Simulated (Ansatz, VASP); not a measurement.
## Two plane-wave programs on MgO

Contents of INCAR:

```
SYSTEM = MgO
ALGO = Normal
EDIFF = 1E-6
ENCUT = 840
GGA = CA
GGA_COMPAT = .False.
ISIF = 2
ISMEAR = 0
LASPH = .True.
LCHARG = .False.
LREAL = .False.
LWAVE = .False.
NBANDS = 15
NELM = 120
PREC = Accurate
SIGMA = 0.01
```

File KPOINTS:

```
k-points
0
Gamma
  7 7 6
  0 0 0
```

Contents of POSCAR:

```
MgO
1.0
    2.9116686253      0.0000000000      0.0000000000
   -1.4558343127      2.5215790397      0.0000000000
    0.0000000000      0.0000000000      2.6556457008
Mg O
1 1
Direct
    0.0000000000      0.0000000000      0.0000000000
    0.3333333333      0.6666666667      0.5000000000
```

Input for Ansatz:

```yaml
crystal:
  lattice:
    - [2.9116686253452175, 0.0, 0.0]
    - [-1.4558343126726088, 2.5215790397370923, 0.0]
    - [0.0, 0.0, 2.65564570083426]
  atoms:
    - { symbol: Mg, position: [0.0, 0.0, 0.0] }
    - { symbol: O, position: [0.3333333333333333, 0.6666666666666666, 0.5] }
accuracy: medium
basis:
  ecutwfc: 500.0
kpoints:
  mp_grid:
    grid: [7, 7, 6]
hamiltonian:
  xc: lda
scf:
  max_iter: 200
  convergence:
    dr2_threshold: 1.0e-06
  occupations:
    method: fixed
output:
  stress: true
```

Alike in both runs: task single point; functional LDA; k mesh 7 × 7 × 6; no spin polarisation.

```csv
,VASP,Ansatz
version,VASP 6.6.1,Ansatz 0.2.0
potentials or method,"VASP PAW LDA potentials, release 64 (Mg_sv, O), cutoff 840 eV","plane waves, PAW"
occupations,"gaussian, width 0.01 eV",fixed
valence electrons in the cell,16,16
```

Ansatz gave:

| Quantity | Value |
| --- | --- |
| pressure (GPa) | -5.9 |
| traceless stress, the component that is largest in VASP (GPa) | -0.25 |

Question: What did VASP give for the same quantities?

Answer: Pressure (GPa): -5.5; traceless stress, the component that is largest in VASP (GPa): -0.11.

LDA's correlation is that of Perdew and Zunger in VASP and of Perdew and Wang (1992) in Ansatz. Ansatz's warnings: stress scf threshold loose.
